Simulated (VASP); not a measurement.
Input of a VASP 6.6.1 run:

The input INCAR:

```
PREC = Accurate ; ENCUT = 520
EDIFF = 1E-6 ; ISMEAR = 0
SIGMA = 0.1 ; LREAL = F
LASPH = T ; NELM = 100
ALGO = Normal ; ISIF = 2
LWAVE = F ; LCHARG = F
LDIPOL = T ; IDIPOL = 3
DIPOL = 0.5 0.5 0.500 ; GGA = PS
IBRION = 2 ; NSW = 70
EDIFFG = -0.03
```

KPOINTS

```
regular mesh
0
Gamma
  12 12 1
```

File POSCAR:

```
Pt
1.0
    2.7704873136      0.0000000000      0.0000000000
   -1.3852436568      2.3993123945      0.0000000000
    0.0000000000      0.0000000000     18.5241868382
Pt
3
Selective dynamics
Direct
    0.6666666667      0.3333333333      0.3778843337  F F F
    0.3333333333      0.6666666667      0.5000000000  T T T
    0.0000000000      0.0000000000      0.6221156663  T T T
```

Potentials or basis: VASP PAW PBE potentials, release 64 (Pt).

Launch:

```bash
$ cat potpaw_PBE.64/Pt/POTCAR > POTCAR
$ mpirun -np 1 vasp_std > vasp.out
```

Predict the band gap on the k mesh.

zero (bands 15 and 16 overlap by 1.37 eV).

Predict the energy gained by relaxing.

0.3 meV/atom.

Final structure:
```
Pt
1.0
     2.77049    0.00000    0.00000
    -1.38524    2.39931    0.00000
     0.00000    0.00000   18.52419
Pt
3
Direct
  0.66667 0.33333 0.37788
  0.33333 0.66667 0.50058
  0.00000 0.00000 0.62337
```

Caveat: spin-orbit coupling is left out, which moves the levels of the heavy elements.
